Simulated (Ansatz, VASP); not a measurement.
**One calculation of NaF, two programs**

The input INCAR:

```
PREC = Accurate
ENCUT = 520
EDIFF = 1E-6
ISMEAR = -1
SIGMA = 0.02
LREAL = False
LASPH = True
NELM = 80
ALGO = Normal
ISIF = 2
LWAVE = False
LCHARG = False
GGA = PE
NBANDS = 14
```

KPOINTS

```
regular mesh
0
Gamma
  10 10 10
```

The input POSCAR:

```
NaF
1.0
    0.0000000000      2.3201397650      2.2887504660
    2.3201397650      0.0000000000      2.2887504660
    2.3201397650      2.3201397650      0.0000000000
Na F
1 1
Direct
    0.0000000000      0.0000000000      0.0000000000
    0.5000000000      0.5000000000      0.5000000000
```

Input for Ansatz:

```yaml
crystal:
  lattice:
    - [0.0, 2.320139765, 2.288750466]
    - [2.320139765, 0.0, 2.288750466]
    - [2.320139765, 2.320139765, 0.0]
  atoms:
    - { symbol: Na, position: [0.0, 0.0, 0.0] }
    - { symbol: F, position: [0.5, 0.5, 0.5] }
kpoints:
  mp_grid: { grid: [10, 10, 10] }
  band_path:
    path:
      - [0.0, 0.0, 0.0]
      - [0.5, 0.0, 0.5]
      - [0.625, 0.25, 0.625]
      - [0.375, 0.375, 0.75]
      - [0.5, 0.5, 0.5]
      - [0.5, 0.25, 0.75]
    npoints: 1
hamiltonian:
  xc: pbe
scf:
  occupations: { method: fermi_dirac, width: 0.02 }
  n_extra_bands: 4
output:
  forces: true
  stress: true
  eigenvalues: true
```

Change from the starting cell: epitaxial_xy strain +1.0%.

Alike in both runs: task single point; functional PBE; k mesh 10 × 10 × 10; occupations fermi-dirac, width 0.02 eV; no spin polarisation.

```csv
,VASP,Ansatz
version,VASP 6.6.1,Ansatz 0.2.0
potentials or method,"VASP PAW PBE potentials, release 64 (Na_pv, F)","plane waves, PAW"
plane-wave cutoff (eV),520,420
valence electrons in the cell,14,16
```

```tsv
	VASP	Ansatz	Ansatz less VASP
gap on the k mesh at the Fermi level (eV)	6.35	6.37	+0.017
pressure (GPa)	2.6	2.7	+0.12
traceless stress, the component that is largest in VASP (GPa)	0.87	0.85	-0.028
```

The functional is the same, so the differences come from potentials, cutoffs and numerics. VASP's potentials hold 14 valence electrons a cell and Ansatz's 16, so a difference there can come from the potentials and not from the codes.
